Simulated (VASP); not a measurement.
# Al4Cu2H in VASP: relaxation of the atoms with PBE

Aim: the relaxation of the atoms of Al4Cu2H with PBE.

Program: VASP 6.6.1. These are calculated values, not measurements. Logs are shortened: lines on timing, memory, paths and dates and some standing lists are left out, and cuts for length are marked.

### Step 1. The cell of the first run

The cell holds a slab with vacuum, 7 atoms: a = 4.089 Å, b = 4.089 Å, c = 20.361 Å, α = 90.00°, β = 90.00°, γ = 60.00°.

### Step 2. Relaxation of the atoms, PBE

File INCAR:

```
SYSTEM = Al4Cu2H
ALGO = Fast
DIPOL = 0.5 0.5 0.334
EDIFF = 1E-7
EDIFFG = -0.025
ENCUT = 520
GGA = PE
IBRION = 2
IDIPOL = 3
ISIF = 2
ISMEAR = 0
LASPH = .TRUE.
LCHARG = .FALSE.
LDIPOL = .TRUE.
LREAL = .FALSE.
LWAVE = .FALSE.
NELM = 60
NSW = 36
PREC = Accurate
SIGMA = 0.1
```

File KPOINTS:

```
k-points
0
G
  9 9 1
  0 0 0
```

File POSCAR:

```
Al4Cu2H
1.0
    4.0889418899      0.0000000000      0.0000000000
    2.0442840433      3.5412354524      0.0000000000
    0.0000000000      0.0000000000     20.3610078836
Al Cu H
4 2 1
Selective dynamics
Direct
    0.6667174561      0.6667174561      0.1964539291  F F F
    0.3334044385      0.3334044385      0.2784404877  F F F
    0.0000542489      0.0000542489      0.3605162434  F F F
    0.6667259434      0.6667259434      0.4351949537  F F F
    0.0000609473      0.0000609473      0.2374472084  F F F
    0.3333908767      0.3333908767      0.4027831442  F F F
    1.1111703879      1.1111703879      0.4284399753  F F T
```

Potentials or basis: VASP PAW PBE potentials, release 64 (Al, Cu, H).

Command:

```bash
> cat potpaw_PBE.64/Al/POTCAR potpaw_PBE.64/Cu/POTCAR potpaw_PBE.64/H/POTCAR > POTCAR
> mpirun -np 1 vasp_std > vasp.out
```

OUTCAR:

```text
SYSTEM = Al4Cu2H
   EDIFF = 1E-7
   EDIFFG = -0.025
   ENCUT = 520
   GGA = PE
   IBRION = 2
   ISIF = 2
   ISMEAR = 0
   LASPH = .TRUE.
   LREAL = .FALSE.
   NELM = 60
   NSW = 36
   PREC = Accurate

 ion  position               nearest neighbor table
   1  0.667  0.667  0.196-   5 2.50   5 2.50   5 2.50   2 2.89   2 2.89   2 2.89
   2  0.333  0.333  0.278-   5 2.50   5 2.50   5 2.50   6 2.53   1 2.89   1 2.89   1 2.89   3 2.89
                             3 2.89   3 2.89
   3  0.000  0.000  0.361-   7 1.59   5 2.51   6 2.51   6 2.51   6 2.51   4 2.81   4 2.81   4 2.81
                             2 2.89   2 2.89   2 2.89
   4  0.667  0.667  0.435-   7 2.09   7 2.09   6 2.45   6 2.45   6 2.45   3 2.81   3 2.81   3 2.81

   5  0.000  0.000  0.237-   1 2.50   2 2.50   1 2.50   2 2.50   1 2.50   2 2.50   3 2.51
   6  0.333  0.333  0.403-   7 1.66   4 2.45   4 2.45   4 2.45   3 2.51   3 2.51   3 2.51   2 2.53

   7  0.111  0.111  0.428-   3 1.59   6 1.66   4 2.09   4 2.09

  LATTYP: Found a base centered orthorhombic cell.
 ALAT       =     4.0891287873
 B/A-ratio  =     1.7319452535
 C/A-ratio  =     4.9793021797

  Lattice vectors:

 A1 = (  -2.0442840433,  -3.5412354524,   0.0000000000)
 A2 = (   4.0889418899,   0.0000000000,   0.0000000000)
 A3 = (   0.0000000000,   0.0000000000,  20.3610078836)

Analysis of symmetry for initial positions (statically):
=====================================================================
 Subroutine PRICEL returns:
 Original cell was already a primitive cell.

 Routine SETGRP: Setting up the symmetry group for a
 base centered orthorhombic supercell.

 Subroutine GETGRP returns: Found  2 space group operations
 (whereof  2 operations were pure point group operations)
 out of a pool of  8 trial point group operations.

The static configuration has the point symmetry C_1h.

Analysis of symmetry for dynamics (positions and initial velocities):
=====================================================================
 Subroutine PRICEL returns:
 Original cell was already a primitive cell.

 Routine SETGRP: Setting up the symmetry group for a
 base centered orthorhombic supercell.

 Subroutine GETGRP returns: Found  2 space group operations
 (whereof  2 operations were pure point group operations)
 out of a pool of  8 trial point group operations.

The dynamic configuration has the point symmetry C_1h.

Analysis of constrained symmetry for selective dynamics:
=====================================================================
 Subroutine PRICEL returns:
 Original cell was already a primitive cell.

 Routine SETGRP: Setting up the symmetry group for a
 base centered orthorhombic supercell.

 Subroutine GETGRP returns: Found  2 space group operations
 (whereof  2 operations were pure point group operations)
 out of a pool of  8 trial point group operations.

The constrained configuration has the point symmetry C_1h.

 Subroutine INISYM returns: Found  2 space group operations
 (whereof  2 operations are pure point group operations),
 and found     1 'primitive' translations

----------------------------------------------------------------------------------------

                                     Primitive cell

  volume of cell :     294.8255

  direct lattice vectors                    reciprocal lattice vectors
     4.088941890  0.000000000  0.000000000     0.244562047 -0.141180754  0.000000000
     2.044284043  3.541235452  0.000000000     0.000000000  0.282387323  0.000000000
     0.000000000  0.000000000 20.361007884     0.000000000  0.000000000  0.049113482

  length of vectors
     4.088941890  4.088941890 20.361007884     0.282387323  0.282387323  0.049113482

  position of ions in fractional coordinates (direct lattice)
     0.666717456  0.666717456  0.196453929
     0.333404438  0.333404438  0.278440488
     0.000054249  0.000054249  0.360516243
     0.666725943  0.666725943  0.435194954
     0.000060947  0.000060947  0.237447208
     0.333390877  0.333390877  0.402783144
     0.111170388  0.111170388  0.428439975

  ion indices of the primitive-cell ions
   primitive index   ion index
                 1           1
                 2           2
                 3           3
                 4           4
                 5           5
                 6           6
                 7           7

----------------------------------------------------------------------------------------

 KPOINTS: k-points

Automatic generation of k-mesh.
 Grid dimensions read from file:
 generate k-points for:    9    9    1

 Generating k-lattice:

  Cartesian coordinates                     Fractional coordinates (reciprocal lattice)
     0.027173561 -0.015686750  0.000000000     0.111111111  0.000000000  0.000000000
     0.000000000  0.031376369  0.000000000     0.000000000  0.111111111  0.000000000
     0.000000000  0.000000000  0.049113482     0.000000000  0.000000000  1.000000000

  Length of vectors
     0.031376369  0.031376369  0.049113482

  Shift w.r.t. Gamma in fractional coordinates (k-lattice)
     0.000000000  0.000000000  0.000000000

 Subroutine IBZKPT returns following result:
 ===========================================

 Found     25 irreducible k-points:

 Following reciprocal coordinates:
            Coordinates               Weight
  0.000000  0.000000  0.000000      1.000000
  0.111111 -0.000000  0.000000      4.000000
  0.222222  0.000000  0.000000      4.000000
  0.333333  0.000000  0.000000      4.000000
  0.444444  0.000000  0.000000      4.000000
  0.111111  0.111111  0.000000      2.000000
[... 16 lines left out ...]
 -0.333333  0.333333  0.000000      2.000000
  0.444444  0.444444  0.000000      2.000000
   k-points           NKPTS =     25   k-points in BZ     NKDIM =     25   number of bands    NBANDS=     21
   number of dos      NEDOS =    301   number of ions     NIONS =      7
   total plane-waves  NPLWV = 144000
   dimension x,y,z NGX =    30 NGY =   30 NGZ =  160
   dimension x,y,z NGXF=    60 NGYF=   60 NGZF=  320
   ions per type =               4   2   1
   NGX,Y,Z   is equivalent  to a cutoff of  12.20, 12.20, 13.06 a.u.
   NGXF,Y,Z  is equivalent  to a cutoff of  24.39, 24.39, 26.13 a.u.
 SYSTEM =  Al4Cu2H
   PREC   = accura    normal or accurate (medium, high low for compatibility)
   ISTART =      0    job   : 0-new  1-cont  2-samecut
   ICHARG =      2    charge: 1-file 2-atom 10-const
   ISPIN  =      1    spin polarized calculation?
   LNONCOLLINEAR =      F non collinear calculations
   LSORBIT =      F    spin-orbit coupling
   LASPH  =      T    aspherical Exc in radial PAW
   ENCUT  =  520.0 eV  38.22 Ry    6.18 a.u.   7.60  7.60 37.86*2*pi/ulx,y,z
   NELM   =     60;   NELMIN=  2; NELMDL= -5     # of ELM steps
   EDIFF  = 0.1E-06   stopping-criterion for ELM
   LREAL  =      F    real-space projection
   EDIFFG = -.3E-01   stopping-criterion for IOM
   NSW    =     36    number of steps for IOM
   IBRION =      2    ionic relax: 0-MD 1-quasi-New 2-CG
   NFREE  =      1    steps in history (QN), initial steepest desc. (CG)
   ISIF   =      2    stress and relaxation
   ISYM   =      2    0-nonsym 1-usesym 2-fastsym
   POTIM  = 0.5000    time-step for ionic-motion
   TEBEG  =    0.0;   TEEND  =   0.0 temperature during run
   PSTRESS=    0.0 pullay stress
   NELECT =      35.0000    total number of electrons
   NUPDOWN=      -1.0000    fix difference up-down
   EMIN   =  10.00;   EMAX   =-10.00  energy-range for DOS
   EFERMI =   0.00;   METHOD = LEGACY
   ISMEAR =     0;   SIGMA  =   0.10  broadening in eV -4-tet -1-fermi 0-gaus
   EFERMI_NEDOS =   21; number of points for ismear=-14 and -15
   IALGO  =     68    algorithm
   IMIX   =      4    mixing-type and parameters
     AMIX     =   0.40;   BMIX     =  1.00
     AMIX_MAG =   1.60;   BMIX_MAG =  1.00
  volume/ion in A,a.u.               =      42.12       284.23
  Fermi-wavevector in a.u.,A,eV,Ry     =   0.804592  1.520459  8.807986  0.647369
  Thomas-Fermi vector in A             =   1.912678
   LORBIT       =      0    0 simple, 1 ext, 2 COOP (PROOUT), +10 PAW based schemes
   GGA     = PE    functional components
   LHFCALC =     F    Hartree Fock is set to
   AEXX    =    0.0000 exact exchange contribution
   IVDW    =     0    specifies the selected vdW correction
   LEPSILON=     F    determine dielectric tensor
   LRPA    =     F    only Hartree local field effects (RPA)
 conjugate gradient relaxation of ions
 non-spin polarized calculation
 RMM-DIIS sequential band-by-band and
 Gauss-broadening in eV      SIGMA  =   0.10
  energy-cutoff  :      520.00
  volume of cell :      294.83
 maximum number of plane-waves:      7989
   NGX = 15   NGY = 15   NGZ = 75

--------------------------------------- Ionic step        1  -------------------------------------------

 number of electron      34.9999972 magnetization

 Free energy of the ion-electron system (eV)
  ---------------------------------------------------
  ext. energy  EPLUGINS =         0.00000000
  ---------------------------------------------------
  free energy    TOTEN  =       -23.88165273 eV

  energy without entropy =      -23.86921221  energy(sigma->0) =      -23.87543247

------------------------ aborting loop because EDIFF is reached ----------------------------------------

  FORCE on cell =-STRESS in cart. coord.  units (eV):
  Direction    XX          YY          ZZ          XY          YZ          ZX
  --------------------------------------------------------------------------------------
  -------------------------------------------------------------------------------------
  Total        0.3034675      0.8369475      2.9615458     -0.4620636      0.8884996      1.5388332
  in kB        1.6491408      4.5482443     16.0940007     -2.5110034      4.8283953      8.3625191
  external PRESSURE =       7.4304619 kB  Pullay stress =       0.0000000 kB
[... 22 lines left out ...]
  FREE ENERGIE OF THE ION-ELECTRON SYSTEM (eV)
  ---------------------------------------------------
  free  energy   TOTEN  =       -23.8816527341 eV

  energy  without entropy=      -23.8692122075  energy(sigma->0) =      -23.87543247

 dipolmoment           0.000000      0.000000      0.002418 electrons x Angstroem

--------------------------------------- Ionic step        2  -------------------------------------------

 number of electron      34.9999971 magnetization

------------------------ aborting loop because EDIFF is reached ----------------------------------------

  FORCE on cell =-STRESS in cart. coord.  units (eV):
  Direction    XX          YY          ZZ          XY          YZ          ZX
  --------------------------------------------------------------------------------------
  -------------------------------------------------------------------------------------
  Total       -0.0657424      0.5168429      2.2441392     -0.5045952      0.7870206      1.3630770
  in kB       -0.3572656      2.8086922     12.1953807     -2.7421341      4.2769252      7.4074029
  external PRESSURE =       4.8822691 kB  Pullay stress =       0.0000000 kB
[... 108 lines left out ...]
  energy  without entropy=      -24.1394649730  energy(sigma->0) =      -24.14312114

--------------------------------------- Ionic step        5  -------------------------------------------

 number of electron      34.9999972 magnetization

 dipolmoment           0.000000      0.000000     -0.015987 electrons x Angstroem

 Free energy of the ion-electron system (eV)
  ---------------------------------------------------
  ext. energy  EPLUGINS =         0.00000000
  ---------------------------------------------------
  free energy    TOTEN  =       -24.15058329 eV

  energy without entropy =      -24.14390266  energy(sigma->0) =      -24.14724298

 E-fermi :  -0.4473     XC(G=0):  -4.3747

 val. band max:       -0.5307641336   @ k =  -0.2222   0.2222   0.0000
 cond. band min:      -0.4412938599   @ k =  -0.3333   0.3333   0.0000
 fundamental gap:      0.0894702737
 Fermi energy:        -0.4472506087

 k-point     1 :       0.0000    0.0000    0.0000
  band No.  band energies     occupation
      1     -10.6677      2.00000
      2      -8.9373      2.00000
      3      -6.0621      2.00000
      4      -5.1133      2.00000
      5      -5.1060      2.00000
      6      -4.7097      2.00000
[... 550 lines left out ...]
      5      -5.2282      2.00000
      6      -4.7510      2.00000
[... 13 lines left out ...]
     20       0.3153      0.00000
     21       1.4934      0.00000

 [... further k-points ...]

------------------------ aborting loop because EDIFF is reached ----------------------------------------

 vacuum level on the upper side and lower side of the slab       (xc-potential included)        -0.207        -0.006

  FORCE on cell =-STRESS in cart. coord.  units (eV):
  Direction    XX          YY          ZZ          XY          YZ          ZX
  --------------------------------------------------------------------------------------
  -------------------------------------------------------------------------------------
  Total       -0.7684021     -0.3952629      0.3860795     -0.3231875      0.8351196      1.4463819
  in kB       -4.1757465     -2.1479867      2.0980815     -1.7563056      4.5383110      7.8601087
  external PRESSURE =      -1.4085506 kB  Pullay stress =       0.0000000 kB

 VOLUME and BASIS-vectors are now :
 -----------------------------------------------------------------------------
  energy-cutoff  :      520.00
  volume of cell :      294.83
      direct lattice vectors                 reciprocal lattice vectors
     4.088941890  0.000000000  0.000000000     0.244562047 -0.141180754  0.000000000
     2.044284043  3.541235452  0.000000000     0.000000000  0.282387323  0.000000000
     0.000000000  0.000000000 20.361007884     0.000000000  0.000000000  0.049113482
[... 13 lines left out ...]
  FREE ENERGIE OF THE ION-ELECTRON SYSTEM (eV)
  ---------------------------------------------------
  free  energy   TOTEN  =       -24.1505832937 eV

  energy  without entropy=      -24.1439026621  energy(sigma->0) =      -24.14724298

 reached required accuracy - stopping structural energy minimisation

 vacuum level on the upper side and lower side of the slab         3.565         3.761
```

It took 20 min on 1 thread of Oxide Virtual Turin-like, shared host; peak memory 0.47 GiB.

Results:

```
Free energy               : -24.1506 eV
Energy gained by relaxing : 38.4 meV/atom
Ionic steps               : 5
Band gap on the k mesh    : zero (an odd number of electrons rules out a gap without spin polarisation)
```

The path:
| step | energy change (eV) | largest force on free atoms (eV/Å) | pressure (GPa) |
| --- | --- | --- | --- |
| 1 | 0.0000 | 1.7209 | 0.74 |
| 2 | -0.1184 | 1.1581 | 0.49 |
| 3 | -0.2438 | 0.3828 | 0.08 |
| 4 | -0.2651 | 0.1355 | -0.07 |
| 5 | -0.2689 | 0.0146 | -0.14 |

Final structure:
```
Al Cu H
1.0
     4.08894    0.00000    0.00000
     2.04428    3.54124    0.00000
     0.00000    0.00000   20.36101
Al Cu H
4 2 1
Direct
  0.66672 0.66672 0.19645
  0.33340 0.33340 0.27844
  0.00005 0.00005 0.36052
  0.66673 0.66673 0.43519
  0.00006 0.00006 0.23745
  0.33339 0.33339 0.40278
  0.11117 0.11117 0.44762
```

The gap in the log of VASP goes by the Fermi energy; the results here count the filled bands.